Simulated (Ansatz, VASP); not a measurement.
# Nb in VASP and in Ansatz

Contents of INCAR:

```
SYSTEM = Nb
ALGO = Normal
EDIFF = 1E-6
ENCUT = 520
GGA_COMPAT = .False.
ISIF = 2
ISMEAR = -1
LASPH = .True.
LCHARG = .False.
LMAXMIX = 4
LORBIT = 11
LORBMOM = .True.
LREAL = .False.
LSORBIT = .True.
LWAVE = .False.
MAGMOM = 0 0 0 0 0 0
NBANDS = 38
NELM = 150
PREC = Accurate
SIGMA = 0.1
```

The input KPOINTS:

```
k-points
0
Gamma
  10 10 10
  0 0 0
```

Contents of POSCAR:

```
Nb
1.0
    0.0000000000      2.8782938612      2.8782938612
    2.8782938612      0.0000000000      2.8782938612
    2.8782938612      2.8782938612      0.0000000000
Nb
2
Direct
    0.1250000000      0.1250000000      0.1250000000
    0.8750000000      0.8750000000      0.8750000000
```

Input for Ansatz:

```yaml
crystal:
  lattice:
    - [0.0, 2.8782938612, 2.8782938612]
    - [2.8782938612, 0.0, 2.8782938612]
    - [2.8782938612, 2.8782938612, 0.0]
  atoms:
    - { symbol: Nb, position: [0.125, 0.125, 0.125] }
    - { symbol: Nb, position: [0.875, 0.875, 0.875] }
hamiltonian:
  xc: lda
  pseudopotentials:
    kind: paw_fr
    azcp:
      Nb: "pseudopotentials/Nb.paw.azcp"
basis:
  ecutwfc: 420
  fft_grid_basis: typed
kpoints:
  mp_grid: { grid: [10, 10, 10], shift: [0, 0, 0] }
magnetization:
  noncollinear: true
  spin_orbit: true
scf:
  occupations: { method: fermi_dirac, width: 0.1 }
```

Alike in both runs: task single point; functional LDA; k mesh 10 × 10 × 10; occupations fermi-dirac, width 0.1 eV; non-collinear spin, spin-orbit coupling.

```csv
,VASP,Ansatz
version,VASP 6.6.1,Ansatz 0.2.0
potentials or method,"VASP PAW LDA potentials, release 64 (Nb_sv), cutoff 520 eV","plane waves (420 eV) with PAW, fully relativistic with spin-orbit coupling"
valence electrons in the cell,26,26
```

|  | VASP | Ansatz | Ansatz less VASP |
| --- | --- | --- | --- |
| net moment per atom (μB) | 0.00 | 0.00 | 0.000 |

Ansatz warns that its potentials were made for another functional, while VASP's fit it. LDA's correlation is that of Perdew and Zunger in VASP and of Perdew and Wang (1992) in Ansatz.
